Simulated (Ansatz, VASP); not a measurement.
## One calculation of MgO, two programs

Contents of INCAR:

```
SYSTEM = MgO
  ALGO = Normal
  EDIFF = 1E-6
  ENCUT = 600
  GGA = PE
  GGA_COMPAT = .False.
  ISIF = 2
  ISMEAR = 0
  LASPH = .True.
  LCHARG = .False.
  LREAL = .False.
  LWAVE = .False.
  NBANDS = 11
  NELM = 120
  PREC = Accurate
  SIGMA = 0.05
```

KPOINTS

```
k-points
0
Gamma
  10 10 10
  0 0 0
```

The input POSCAR:

```
MgO
1.0
    0.0000000000      2.1272186771      2.1272186771
    2.1272186771      0.0000000000      2.1272186771
    2.1272186771      2.1272186771      0.0000000000
Mg O
1 1
Direct
    0.0332654605      0.0332654605     -0.0332654605
    0.4494645280      0.4494645280      0.5505354720
```

Input for Ansatz:

```yaml
crystal:
  lattice:
    - [0.0, 2.1272186771, 2.1272186771]
    - [2.1272186771, 0.0, 2.1272186771]
    - [2.1272186771, 2.1272186771, 0.0]
  atoms:
    - { symbol: Mg, position: [0.0332654605, 0.0332654605, -0.0332654605] }
    - { symbol: O, position: [0.449464528, 0.449464528, 0.550535472] }
basis:
  ecutwfc: 520.0
kpoints:
  mp_grid: { grid: [10, 10, 10] }
hamiltonian:
  xc: pbe
  pseudopotentials: { kind: paw, azcp: { folder: soft_1 } }
scf:
  occupations: { method: gaussian, width: 0.05 }
output:
  forces: true
  stress: true
  eigenvalues: true
```

Change from the starting cell: mode 6 frozen in at -0.215 Å, equal normal strain along x, y and z +0.0000.

Alike in both runs: task single point; functional PBE; k mesh 10 × 10 × 10; occupations gaussian, width 0.05 eV; no spin polarisation.

```csv
,VASP,Ansatz
version,VASP 6.6.1,Ansatz 0.2.0
potentials or method,"VASP PAW PBE potentials, release 64 (Mg, O), cutoff 600 eV","scalar-relativistic, plane waves, PAW"
valence electrons in the cell,8,16
```

Ansatz gave:

```
gap on the k mesh at the Fermi level (eV)                     : 4.44
least direct gap on the mesh (eV)                             : 4.44
pressure (GPa)                                                : 13.3
traceless stress, the component that is largest in VASP (GPa) : 31.00
rms of the force components (eV/Å)                            : 2.007
```

Problem. Which values does VASP return?

Solution. gap on the k mesh at the Fermi level (eV): 4.42; least direct gap on the mesh (eV): 4.42; pressure (GPa): 12.6; traceless stress, the component that is largest in VASP (GPa): 31.63; rms of the force components (eV/Å): 2.045.

Atom by atom the forces differ by 0.037 eV/Å (rms over components). With one functional, cell and mesh, what is left measures potentials, basis and numerics. VASP's potentials hold 8 valence electrons a cell and Ansatz's 16, so a difference there can come from the potentials and not from the codes.
